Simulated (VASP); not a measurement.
# Ti (P6_3/mmc) in VASP: a series of runs

Runs on Ti. Level: PBEsol. Tasks: vibrations by perturbation theory.

Everything below comes from runs of VASP 6.6.1. Logs are shortened: lines on timing, memory, paths and dates and some standing lists are left out, and cuts for length are marked.

## (1) The cell of the first run

The structure is hexagonal, space group P6_3/mmc (No. 194). The conventional cell has a = 2.902 Å, b = 2.902 Å, c = 4.602 Å, α = 90.00°, β = 90.00°, γ = 120.00°. Ti (site symmetry -6m2) has 12 Ti at 2.85 to 2.90 Å within 3.8 Å.

## (2) Vibrations by perturbation theory, PBEsol

INCAR

```
SYSTEM = Ti
ALGO = Normal
EDIFF = 1E-8
ENCUT = 520
GGA = PS
IBRION = 8
ISIF = 2
ISMEAR = -1
LASPH = .True.
LCHARG = .False.
LREAL = .False.
LWAVE = .False.
NELM = 100
NSW = 1
PREC = Accurate
SIGMA = 0.15
```

KPOINTS

```
k-points
0
Gamma
  18 18 10
  0 0 0
```

POSCAR

```
Ti
1.0
    2.9021963705      0.0000000000      0.0000000000
   -1.4510981852      2.5133757836      0.0000000000
    0.0000000000      0.0000000000      4.6020447439
Ti
2
Direct
    0.3333333333      0.6666666667      0.2500000000
    0.6666666667      0.3333333333      0.7500000000
```

Potentials or basis: VASP PAW PBE potentials, release 64 (Ti_sv).

Run with:

```sh
cat potpaw_PBE.64/Ti_sv/POTCAR > POTCAR
mpirun -np 1 vasp_std > vasp.out
```

OUTCAR:

```text
SYSTEM = Ti
   EDIFF = 1E-8
   ENCUT = 520
   GGA = PS
   IBRION = 8
   ISIF = 2
   ISMEAR = -1
   LASPH = .True.
   LREAL = .False.
   NELM = 100
   NSW = 1
   PREC = Accurate

 ion  position               nearest neighbor table
   1  0.333  0.667  0.250-   2 2.85   2 2.85   2 2.85   2 2.85   2 2.85   2 2.85
   2  0.667  0.333  0.750-   1 2.85   1 2.85   1 2.85   1 2.85   1 2.85   1 2.85

  LATTYP: Found a hexagonal cell.
 ALAT       =     2.9021963705
 C/A-ratio  =     1.5857110121

  Lattice vectors:

 A1 = (   2.9021963705,   0.0000000000,   0.0000000000)
 A2 = (  -1.4510981852,   2.5133757836,   0.0000000000)
 A3 = (   0.0000000000,   0.0000000000,   4.6020447439)

Analysis of symmetry for initial positions (statically):
=====================================================================
 Subroutine PRICEL returns:
 Original cell was already a primitive cell.

 Routine SETGRP: Setting up the symmetry group for a
 hexagonal supercell.

 Subroutine GETGRP returns: Found 24 space group operations
 (whereof 12 operations were pure point group operations)
 out of a pool of 24 trial point group operations.

The static configuration has the point symmetry D_3d.
 The point group associated with its full space group is D_6h.

Analysis of symmetry for dynamics (positions and initial velocities):
=====================================================================
 Subroutine PRICEL returns:
 Original cell was already a primitive cell.

 Routine SETGRP: Setting up the symmetry group for a
 hexagonal supercell.

 Subroutine GETGRP returns: Found 24 space group operations
 (whereof 12 operations were pure point group operations)
 out of a pool of 24 trial point group operations.

The dynamic configuration has the point symmetry D_3d.
 The point group associated with its full space group is D_6h.

 Subroutine INISYM returns: Found 24 space group operations
 (whereof 12 operations are pure point group operations),
 and found     1 'primitive' translations

----------------------------------------------------------------------------------------

                                     Primitive cell

  volume of cell :      33.5687

  direct lattice vectors                    reciprocal lattice vectors
     2.902196371  0.000000000  0.000000000     0.344566622  0.198935632  0.000000000
    -1.451098185  2.513375784  0.000000000     0.000000000  0.397871264  0.000000000
     0.000000000  0.000000000  4.602044744     0.000000000  0.000000000  0.217294715

  length of vectors
     2.902196371  2.902196370  4.602044744     0.397871264  0.397871264  0.217294715

  position of ions in fractional coordinates (direct lattice)
     0.333333333  0.666666667  0.250000000
     0.666666667  0.333333333  0.750000000

  ion indices of the primitive-cell ions
   primitive index   ion index
                 1           1
                 2           2

----------------------------------------------------------------------------------------

 KPOINTS: k-points

Automatic generation of k-mesh.
 Grid dimensions read from file:
 generate k-points for:   18   18   10

 Generating k-lattice:

  Cartesian coordinates                     Fractional coordinates (reciprocal lattice)
     0.019142590  0.011051980  0.000000000     0.055555556  0.000000000  0.000000000
     0.000000000  0.022103959  0.000000000     0.000000000  0.055555556  0.000000000
     0.000000000  0.000000000  0.021729471     0.000000000  0.000000000  0.100000000

  Length of vectors
     0.022103959  0.022103959  0.021729471

  Shift w.r.t. Gamma in fractional coordinates (k-lattice)
     0.000000000  0.000000000  0.000000000

 Subroutine IBZKPT returns following result:
 ===========================================

 Found    222 irreducible k-points:

 Following reciprocal coordinates:
            Coordinates               Weight
  0.000000  0.000000  0.000000      1.000000
  0.055556  0.000000  0.000000      6.000000
  0.111111  0.000000  0.000000      6.000000
  0.166667  0.000000  0.000000      6.000000
  0.222222  0.000000  0.000000      6.000000
  0.277778  0.000000  0.000000      6.000000
[... 16 lines left out ...]
  0.333333  0.111111  0.000000     12.000000
  0.388889  0.111111  0.000000     12.000000
 [... further k-points ...]
   k-points           NKPTS =    222   k-points in BZ     NKDIM =    222   number of bands    NBANDS=     16
   number of dos      NEDOS =    301   number of ions     NIONS =      2
   total plane-waves  NPLWV =  20736
   dimension x,y,z NGX =    24 NGY =   24 NGZ =   36
   dimension x,y,z NGXF=    48 NGYF=   48 NGZF=   72
   ions per type =               2
   NGX,Y,Z   is equivalent  to a cutoff of  13.75, 13.75, 13.00 a.u.
   NGXF,Y,Z  is equivalent  to a cutoff of  27.50, 27.50, 26.01 a.u.
 SYSTEM =  Ti
   PREC   = accura    normal or accurate (medium, high low for compatibility)
   ISTART =      0    job   : 0-new  1-cont  2-samecut
   ICHARG =      2    charge: 1-file 2-atom 10-const
   ISPIN  =      1    spin polarized calculation?
   LNONCOLLINEAR =      F non collinear calculations
   LSORBIT =      F    spin-orbit coupling
   LASPH  =      T    aspherical Exc in radial PAW
   ENCUT  =  520.0 eV  38.22 Ry    6.18 a.u.   5.40  5.40  8.56*2*pi/ulx,y,z
   NELM   =    100;   NELMIN=  2; NELMDL= -5     # of ELM steps
   EDIFF  = 0.1E-07   stopping-criterion for ELM
   LREAL  =      F    real-space projection
   EDIFFG = 0.1E-06   stopping-criterion for IOM
   NSW    =      1    number of steps for IOM
   IBRION =      8    ionic relax: 0-MD 1-quasi-New 2-CG
   NFREE  =      0    steps in history (QN), initial steepest desc. (CG)
   ISIF   =      2    stress and relaxation
   ISYM   =      2    0-nonsym 1-usesym 2-fastsym
   POTIM  = 0.5000    time-step for ionic-motion
   TEBEG  =    0.0;   TEEND  =   0.0 temperature during run
   PSTRESS=    0.0 pullay stress
   NELECT =      24.0000    total number of electrons
   NUPDOWN=      -1.0000    fix difference up-down
   EMIN   =  10.00;   EMAX   =-10.00  energy-range for DOS
   EFERMI =   0.00;   METHOD = LEGACY
   ISMEAR =    -1;   SIGMA  =   0.15  broadening in eV -4-tet -1-fermi 0-gaus
   EFERMI_NEDOS =   21; number of points for ismear=-14 and -15
   IALGO  =     38    algorithm
   IMIX   =      4    mixing-type and parameters
     AMIX     =   0.40;   BMIX     =  1.00
     AMIX_MAG =   1.60;   BMIX_MAG =  1.00
  volume/ion in A,a.u.               =      16.78       113.27
  Fermi-wavevector in a.u.,A,eV,Ry     =   1.463862  2.766299 29.155827  2.142893
  Thomas-Fermi vector in A             =   2.579907
   LORBIT       =      0    0 simple, 1 ext, 2 COOP (PROOUT), +10 PAW based schemes
   GGA     = PS    functional components
   LHFCALC =     F    Hartree Fock is set to
   AEXX    =    0.0000 exact exchange contribution
   IVDW    =     0    specifies the selected vdW correction
   LEPSILON=     F    determine dielectric tensor
   LRPA    =     F    only Hartree local field effects (RPA)
 non-spin polarized calculation
  energy-cutoff  :      520.00
  volume of cell :       33.57
 maximum number of plane-waves:       929
 NGX is ok and might be reduce to    24
   NGX = 11   NGY = 11   NGZ = 17

--------------------------------------- Ionic step        1  -------------------------------------------

 number of electron      23.9999999 magnetization

 Free energy of the ion-electron system (eV)
  ---------------------------------------------------
  ext. energy  EPLUGINS =         0.00000000
  ---------------------------------------------------
  free energy    TOTEN  =       -16.76276211 eV

  energy without entropy =      -16.57888003  energy(sigma->0) =      -16.67082107

 E-fermi :   8.5305     XC(G=0): -11.7985

 val. band max:        8.5302136526   @ k =   0.2778   0.2778   0.3000
 cond. band min:       8.5406868697   @ k =   0.3333   0.3333   0.3000
 fundamental gap:      0.0104732171
 Fermi energy:         8.5304933949

 k-point     1 :       0.0000    0.0000    0.0000
  band No.  band energies     occupation
      1     -47.9792      2.00000
      2     -47.8195      2.00000
      3     -24.7008      2.00000
      4     -23.9955      2.00000
      5     -23.9955      2.00000
      6     -23.8988      2.00000
[... 433 lines left out ...]
      3     -24.5018      2.00000
      4     -24.3682      2.00000
      5     -24.3542      2.00000
      6     -24.1843      2.00000
[... 8 lines left out ...]
     15       9.7945      0.00044
     16      11.8419      0.00000

 [... further k-points ...]

------------------------ aborting loop because EDIFF is reached ----------------------------------------

  FORCE on cell =-STRESS in cart. coord.  units (eV):
  Direction    XX          YY          ZZ          XY          YZ          ZX
  --------------------------------------------------------------------------------------
  -------------------------------------------------------------------------------------
  Total       -0.0617079     -0.0617079     -0.0605226     -0.0000000     -0.0000000      0.0000000
  in kB       -2.9452110     -2.9452110     -2.8886367     -0.0000000     -0.0000000      0.0000000
  external PRESSURE =      -2.9263529 kB  Pullay stress =       0.0000000 kB

 VOLUME and BASIS-vectors are now :
 -----------------------------------------------------------------------------
  energy-cutoff  :      520.00
  volume of cell :       33.57
      direct lattice vectors                 reciprocal lattice vectors
     2.902196371  0.000000000  0.000000000     0.344566622  0.198935632  0.000000000
    -1.451098185  2.513375784  0.000000000     0.000000000  0.397871264  0.000000000
     0.000000000  0.000000000  4.602044744     0.000000000  0.000000000  0.217294715

 POSITION                                       TOTAL-FORCE (eV/Angst)
 -----------------------------------------------------------------------------------
     -0.00000      1.67558      1.15051         0.000000      0.000000      0.000000
      1.45110      0.83779      3.45153        -0.000000     -0.000000      0.000000
 -----------------------------------------------------------------------------------
    total drift:                               -0.000000      0.000000     -0.000000

  FREE ENERGIE OF THE ION-ELECTRON SYSTEM (eV)
  ---------------------------------------------------
  free  energy   TOTEN  =       -16.7627621089 eV

  energy  without entropy=      -16.5788800301  energy(sigma->0) =      -16.67082107

[... ionic steps 2 to 3 ...]

--------------------------------------- Ionic step        4  -------------------------------------------

------------------------ aborting loop because EDIFF is reached ----------------------------------------

[... ionic steps 5 to 5 ...]

--------------------------------------- Ionic step        6  -------------------------------------------

 Free energy of the ion-electron system (eV)
  ---------------------------------------------------
  ---------------------------------------------------
  free energy    TOTEN  =        -0.64213014 eV

  energy without entropy =       -0.64213014

------------------------ aborting loop because EDIFF is reached ----------------------------------------

 INTERNAL STRAIN TENSOR  FOR ION    1  DIRECTION 3   (eV/Angst):
 -----------------------------------------------------------------------------
    -0.01577 -0.00000 -0.00000
    -0.00000 -0.01577 -0.00000
     0.00000  0.00000  0.02925

 INTERNAL STRAIN TENSOR FOR ION    2 for displacements in x,y,z  (eV/Angst):
          X           Y           Z          XY          YZ          ZX
  --------------------------------------------------------------------------------
  x     0.00000    -0.00000    -0.00000     2.41422     0.00000     0.00000
  y     2.41422    -2.41422     0.00000    -0.00000     0.00000     0.00000
  z    -0.00000    -0.00000    -0.00000     0.00000     0.00000     0.00000

 SECOND DERIVATIVES (NOT SYMMETRIZED)
 ------------------------------------
               1X          1Y          1Z          2X          2Y          2Z
  1X    -1.050199   -0.000000    0.000000    1.050199    0.000000    0.000000
  1Y    -0.000000   -1.050199    0.000000    0.000000    1.050199    0.000000
  1Z    -0.000000    0.000000   -3.792774    0.000000    0.000000    3.792774
  2X     1.050199    0.000000    0.000000   -1.050199   -0.000000    0.000000
  2Y     0.000000    1.050199    0.000000   -0.000000   -1.050199    0.000000
  2Z     0.000000    0.000000    3.792774   -0.000000    0.000000   -3.792774

 Eigenvectors and eigenvalues of the dynamical matrix
 ----------------------------------------------------

   1 f  =    6.222532 THz    39.097323 2PiTHz  207.561335 cm-1    25.734314 meV
             X         Y         Z           dx          dy          dz
     -0.000000  1.675584  1.150511    -0.000000    0.000000   -0.707107
      1.451098  0.837792  3.451534     0.000000    0.000000    0.707107
[... 16 lines left out ...]
   5 f  =    0.000000 THz     0.000000 2PiTHz    0.000000 cm-1     0.000000 meV
             X         Y         Z           dx          dy          dz
     -0.000000  1.675584  1.150511     0.000000    0.000000    0.707107
      1.451098  0.837792  3.451534    -0.000000    0.000000    0.707107

   6 f/i=    0.000000 THz     0.000000 2PiTHz    0.000001 cm-1     0.000000 meV
             X         Y         Z           dx          dy          dz
     -0.000000  1.675584  1.150511    -0.492051   -0.507824   -0.000000
      1.451098  0.837792  3.451534    -0.492051   -0.507824    0.000000

--------------------------------------------------------------------------------------------------------

 ELASTIC MODULI CONTR FROM IONIC RELAXATION (kBar)
 Direction    XX          YY          ZZ          XY          YZ          ZX
 --------------------------------------------------------------------------------
 XX        -264.8859    264.8859      0.0000     -0.0000     -0.0000      0.0000
 YY         264.8859   -264.8859     -0.0000     -0.0000      0.0000      0.0000
 ZZ           0.0000     -0.0000     -0.0000      0.0000      0.0000      0.0000
 XY          -0.0000     -0.0000      0.0000   -264.8859      0.0000      0.0000
 YZ          -0.0000      0.0000      0.0000      0.0000     -0.0000      0.0000
 ZX           0.0000      0.0000      0.0000      0.0000      0.0000      0.0000
 --------------------------------------------------------------------------------
```

It took 35 min on 1 thread of AMD EPYC 7R13 (Zen 3), shared host; peak memory 0.98 GiB.

Results:

```
Highest phonon frequency at Γ : 208 cm⁻¹
```

Phonon frequencies in cm⁻¹ (negative: imaginary):
| q point | frequencies |
| --- | --- |
| (0.000, 0.000, 0.000) | 0 0 0 109 109 208 |

Caveat: the PAW data sets were made with another functional, which shifts forces and pressure a little.

(Continued in part 2 of 2.)
